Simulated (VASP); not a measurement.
Here is a VASP 6.6.1 calculation.

File INCAR:

```
PREC = Accurate
ENCUT = 520
EDIFF = 1E-6
ISMEAR = 0
SIGMA = 0.02
LREAL = F
LASPH = T
NELM = 150
ALGO = Normal
ISIF = 2
LWAVE = F
LCHARG = F
ISPIN = 2
MAGMOM = 1.91 0.21
LORBIT = 11
LMAXMIX = 4
LDAU = T
LDAUTYPE = 2
LDAUL = 2 -1
LDAUU = 6.2 0
LDAUJ = 0 0
LDAUPRINT = 1
GGA = PE
NBANDS = 19
```

Contents of KPOINTS:

```
Automatic mesh
0
Gamma
  12 12 12
```

File POSCAR:

```
NiO
1.0
    0.0000000000      2.1337376393      2.1337376393
    2.1337376393      0.0000000000      2.1337376393
    2.1337376393      2.1337376393      0.0000000000
Ni O
1 1
Direct
    0.0000000000      0.0000000000      0.0000000000
    0.5000000000      0.5000000000      0.5000000000
```

Potentials or basis: VASP PAW PBE potentials, release 64 (Ni, O).

Launch:

```bash
$ cat potpaw_PBE.64/Ni/POTCAR potpaw_PBE.64/O/POTCAR > POTCAR
$ mpirun -np 1 vasp_std > vasp.out
```

Problem. Predict the net moment.

Solution. 2.00 μB per cell.

Problem. What does it give for the band gap on the k mesh?

Solution. 2.36 eV, indirect (least direct gap 3.16 eV).

Eigenvalues of the final occupation matrices:
```
    site  spin  trace               eigenvalues
site 1 d     1   5.00  0.98 0.98 0.98 1.03 1.03
site 1 d     2   3.20  0.13 0.13 0.98 0.98 0.98
```

Caveat: a cell with one magnetic atom can't hold antiferromagnetic order, which such compounds often take. The state reached can hang on the start; a lower one may exist.
